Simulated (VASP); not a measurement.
Write the native input for VASP 6.6.1 that does the following.

| Quantity | Value |
| --- | --- |
| Task | single point |
| Functional | PBE |
| Potentials or basis | VASP PAW PBE potentials, release 64 (Sn_d, Pb_d, S) |
| Cutoff | 520 eV |
| k mesh | 4 × 4 × 2 |
| Occupations | gaussian, width 0.1 eV |
| Spin | no spin polarisation |
| Dipole correction | no |
| Further INCAR settings | ALGO = Normal; EDIFF = 1e-07; NBANDS = 72 |

The structure of Sn2PbS3 lies in POSCAR:

```
Sn2PbS3
1.0
    2.0720982826     -5.9794149640      0.0000000000
    2.0720982826      5.9794149640      0.0000000000
    0.0000000000      0.0000000000     12.5431636011
Sn Pb S
4 2 6
Direct
    0.3684342220      0.6315657780      0.5834890825
    0.3684342220      0.6315657780      0.9165109175
    0.6315657780      0.3684342220      0.4165109175
    0.6315657780      0.3684342220      0.0834890825
    0.3722068852      0.6277931148      0.2500000000
    0.6277931148      0.3722068852      0.7500000000
    0.1446792887      0.8553207113      0.2500000000
    0.1517817290      0.8482182710      0.5789525702
    0.1517817290      0.8482182710      0.9210474298
    0.8482182710      0.1517817290      0.4210474298
    0.8553207113      0.1446792887      0.7500000000
    0.8482182710      0.1517817290      0.0789525702
```

These files were run (other wordings do the same):

INCAR

```
PREC = Accurate ; ENCUT = 520
EDIFF = 1E-7 ; ISMEAR = 0
SIGMA = 0.1 ; LREAL = False
LASPH = True ; NELM = 80
ALGO = Normal ; ISIF = 2
LWAVE = False ; LCHARG = False
GGA = PE ; NBANDS = 72
```

KPOINTS

```
Automatic mesh
0
Gamma
  4 4 2
```

Potentials or basis: VASP PAW PBE potentials, release 64 (Sn_d, Pb_d, S).

Run with:

```console
$ cat potpaw_PBE.64/Sn_d/POTCAR potpaw_PBE.64/Pb_d/POTCAR potpaw_PBE.64/S/POTCAR > POTCAR
$ mpirun -np 1 vasp_std > vasp.out
```

Results of the run:

```yaml
Pressure: -0.1 GPa
Largest_force: 0.024 eV/Å
Band_gap_on_the_k_mesh: 0.49 eV
```

Caveat: spin-orbit coupling is left out, which moves the levels of the heavy elements.

Run time: 14 min on 1 thread of Intel Xeon 8259CL (shared host), peak memory 0.59 GiB.
